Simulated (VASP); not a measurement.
Write the native input for VASP 6.6.1 that does the following.

- Task: single point
- Functional: PBE
- Potentials or basis: VASP PAW PBE potentials, release 64 (Ru_pv, Al)
- Cutoff: 520 eV
- k mesh: 9 × 9 × 9
- Occupations: gaussian, width 0.023 eV
- Spin: no spin polarisation
- Dipole correction: no
- Further INCAR settings: ALGO = Normal; EDIFF = 1e-06; NBANDS = 16

The structure of AlRu lies in POSCAR:

```
AlRu
1.0
    2.9916000000      0.0000000000      0.0000000000
    0.0000000000      2.9916000000      0.0000000000
    0.0000000000      0.0000000000      2.9916000000
Ru Al
1 1
Direct
    0.5000000000      0.5000000000      0.5000000000
    0.0000000000      0.0000000000      0.0000000000
```

One way to write it, as run:

INCAR

```
SYSTEM = AlRu
ALGO = Normal ; EDIFF = 1E-6
ENCUT = 520 ; GGA = PE
ISIF = 2 ; ISMEAR = 0
LASPH = .True. ; LCHARG = .True.
LELF = .True. ; LREAL = .False.
LVHAR = .True. ; LWAVE = .False.
NBANDS = 16 ; NELM = 80
PREC = Accurate ; SIGMA = 0.023
```

KPOINTS

```
k-points
0
Gamma
  9 9 9
  0 0 0
```

Potentials or basis: VASP PAW PBE potentials, release 64 (Ru_pv, Al).

Command:

```sh
$ cat potpaw_PBE.64/Ru_pv/POTCAR potpaw_PBE.64/Al/POTCAR > POTCAR
$ mpirun -np 1 vasp_std > vasp.out
```

It gave:

```
Pressure : 2.5 GPa
```

Wall time 12 s on 1 thread of Intel Xeon 8259CL (shared host), peak memory 0.14 GiB.
